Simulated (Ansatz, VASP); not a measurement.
**Al2Cu: VASP beside Ansatz**

File INCAR:

```
PREC = Accurate
ENCUT = 520
EDIFF = 1E-6
ISMEAR = 0
SIGMA = 0.15
LREAL = False
LASPH = True
NELM = 80
ALGO = Fast
ISIF = 2
LWAVE = False
LCHARG = True
GGA = PS
LELF = True
LVHAR = True
NBANDS = 16
```

The input KPOINTS:

```
Automatic mesh
0
Gamma
  14 14 14
```

Contents of POSCAR:

```
Al2Cu
1.0
   -1.9976833853      1.9976833853      2.8631594530
    1.9976833853     -1.9976833853      2.8631594530
    1.9976833853      1.9976833853     -2.8631594530
Al Cu
2 1
Direct
    0.7374267957      0.2374267957      0.4748535913
    0.2374267957      0.7374267957      0.4748535913
    0.5106771283      0.5106771283      0.0213542565
```

Input for Ansatz:

```yaml
crystal:
  lattice:
    - [-1.9976833853, 1.9976833853, 2.863159453]
    - [1.9976833853, -1.9976833853, 2.863159453]
    - [1.9976833853, 1.9976833853, -2.863159453]
  atoms:
    - { symbol: Al, position: [0.7374267957, 0.2374267957, 0.4748535913] }
    - { symbol: Al, position: [0.2374267957, 0.7374267957, 0.4748535913] }
    - { symbol: Cu, position: [0.5106771283, 0.5106771283, 0.0213542565] }
basis:
  ecutwfc: 520.0
kpoints:
  mp_grid: { grid: [14, 14, 14] }
hamiltonian:
  xc: pbesol
  pseudopotentials: { kind: paw, azcp: { folder: soft_1 } }
scf:
  occupations: { method: gaussian, width: 0.15 }
output:
  forces: true
  stress: true
  eigenvalues: true
```

Change from the starting cell: mode 4 frozen in at -0.072 Å, equal normal strain along x and y -0.0133.

Alike in both runs: task single point; functional PBEsol; k mesh 14 × 14 × 14; occupations gaussian, width 0.15 eV; no spin polarisation.

```csv
,VASP,Ansatz
version,VASP 6.6.1,Ansatz 0.2.0
potentials or method,"VASP PAW PBE potentials, release 64 (Al, Cu), cutoff 520 eV","scalar-relativistic, plane waves, PAW"
valence electrons in the cell,17,25
```

```csv
,VASP,Ansatz,Ansatz less VASP
gap on the k mesh at the Fermi level (eV),none,none,-
pressure (GPa),4.4,3.7,-0.71
"traceless stress, the component that is largest in VASP (GPa)",-0.64,-0.65,-0.005
rms of the force components (eV/Å),0.441,0.441,-0.0002
```

VASP's potentials were made for PBE, not for PBEsol, and Ansatz warns of the same on its side. Atom by atom the forces differ by 0.000 eV/Å (rms over components). A gap of «none» marks a metal or a gap that the smearing closes. With one functional, cell and mesh, what is left measures potentials, basis and numerics. VASP's potentials hold 17 valence electrons a cell and Ansatz's 25, so a difference there can come from the potentials and not from the codes.
